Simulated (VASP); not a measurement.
NiO:

```
CELL_PARAMETERS angstrom
0.00000 2.08590 2.08590
2.08590 0.00000 2.08590
2.08590 2.08590 0.00000
ATOMIC_POSITIONS crystal
Ni 0.00000 0.00000 0.00000
O 0.50000 0.50000 0.50000
```

Base run:

| Item | Value |
| --- | --- |
| Program | VASP 6.6.1 |
| Functional | r2SCAN |
| Potentials or basis | VASP PAW PBE potentials, release 64 (Ni_sv_GW, O) |
| Cutoff | 770 eV |
| k mesh | 11 × 11 × 11 |
| Occupations | fermi-dirac, width 0.05 eV |
| Spin | collinear spin, ferromagnetic start |
| Starting moments | [1.0, 0.0] μB |
| Hubbard terms | Ni d U = 6.0 eV |

Its results: band gap on the k mesh 3.07 eV (least direct gap 4.39 eV); pressure 5.7 GPa; net moment 2.00 μB per cell; site moments Ni +1.83; O +0.15 μB.

Problem. The run is repeated on the same cell with these changes: hubbard terms from Ni d U = 6.0 eV to none; dispersion from none to D3(BJ). What comes out?

Solution. Band gap on the k mesh 0.84 eV (least direct gap 1.81 eV); pressure 0.6 GPa; net moment 2.00 μB per cell; site moments Ni +1.70; O +0.27 μB.

Several settings changed at once.

Caveats: the PAW data sets were made with another functional, which shifts forces and pressure a little; an odd mesh through Γ misses points on the zone boundary, where band edges can lie; a cell with one magnetic atom can't hold antiferromagnetic order, which such compounds often take; the cell stands under pressure (at least some runs).
